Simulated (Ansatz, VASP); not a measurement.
This is a calculation of Os for VASP 6.6.1.

The input POSCAR:

```
Os
1.0
    2.7700791260      0.0000000000      0.0000000000
   -1.3850395630      2.3989588936      0.0000000000
    0.0000000000      0.0000000000      4.3765446767
Os
2
Direct
    0.6666666667      0.3333333333      0.7500000000
    0.3333333333      0.6666666667      0.2500000000
```

Contents of INCAR.step1:

```
SYSTEM = Os
PREC = Accurate ; ENCUT = 620
ISMEAR = -1 ; SIGMA = 0.05
LREAL = .FALSE. ; LASPH = .TRUE.
NELM = 120 ; NBANDS = 23
GGA = PE ; ALGO = Normal
EDIFF = 1E-5 ; LWAVE = .TRUE.
LCHARG = .FALSE. ; GGA_COMPAT = .FALSE.
```

File INCAR.step2:

```
SYSTEM = Os
PREC = Accurate ; ENCUT = 620
EDIFF = 1E-6 ; ISMEAR = -1
SIGMA = 0.05 ; LREAL = .FALSE.
LASPH = .TRUE. ; NELM = 120
ALGO = Normal ; ISIF = 2
LWAVE = .FALSE. ; LCHARG = .FALSE.
METAGGA = R2SCAN ; LMIXTAU = .TRUE.
LUSE_VDW = .TRUE. ; IVDW_NL = 2
BPARAM = 11.95 ; CPARAM = 0.0093
NBANDS = 23 ; ISTART = 1
GGA_COMPAT = .FALSE.
```

KPOINTS

```
regular mesh
0
G
  11 11 6
  0 0 0
```

Potentials or basis: VASP PAW PBE potentials, release 64 (Os_sv_GW).

Run with:

```console
$ cat potpaw_PBE.64/Os_sv_GW/POTCAR > POTCAR
$ cp INCAR.step1 INCAR
$ mpirun -np 1 vasp_std > vasp.out
$ cp INCAR.step2 INCAR
$ mpirun -np 1 vasp_std > vasp.out
```

Task: Translate it to Ansatz 0.2.0. Potentials there: Ansatz PAW.

Result: As run (the cutoff follows the program's own potentials):

Contents of input.yaml:

```yaml
crystal:
  lattice:
    - [2.770079126, 0.0, 0.0]
    - [-1.385039563, 2.3989588936, 0.0]
    - [0.0, 0.0, 4.3765446767]
  atoms:
    - { symbol: Os, position: [0.6666666667, 0.3333333333, 0.75] }
    - { symbol: Os, position: [0.3333333333, 0.6666666667, 0.25] }
hamiltonian:
  xc: r2scan
  pseudopotentials: { kind: paw }
  dispersion: rvv10
kpoints:
  mp_grid: { grid: [11, 11, 6] }
scf:
  occupations: { method: fermi_dirac, width: 0.05 }
output:
  forces: true
  stress: true
  eigenvalues: true
```

Potentials or basis: Ansatz PAW.

The run is started by

```console
$ ansatz run input.yaml --threads 2 --pin off --max-ram 5120MiB --backend cpu --events-out ev --progress --plain --runs-dir out
```

Both were run:

|  | VASP | Ansatz | Ansatz less VASP |
| --- | --- | --- | --- |
| gap on the k mesh at the Fermi level (eV) | none | none | - |
| pressure (GPa) | -17.3 | -17.4 | -0.07 |
| traceless stress, the component that is largest in VASP (GPa) | -1.03 | -1.04 | -0.017 |

VASP's potentials were made for PBE, not for r2SCAN. A gap of «none» marks a metal or a gap that the smearing closes.

Neither program's run includes spin-orbit coupling.
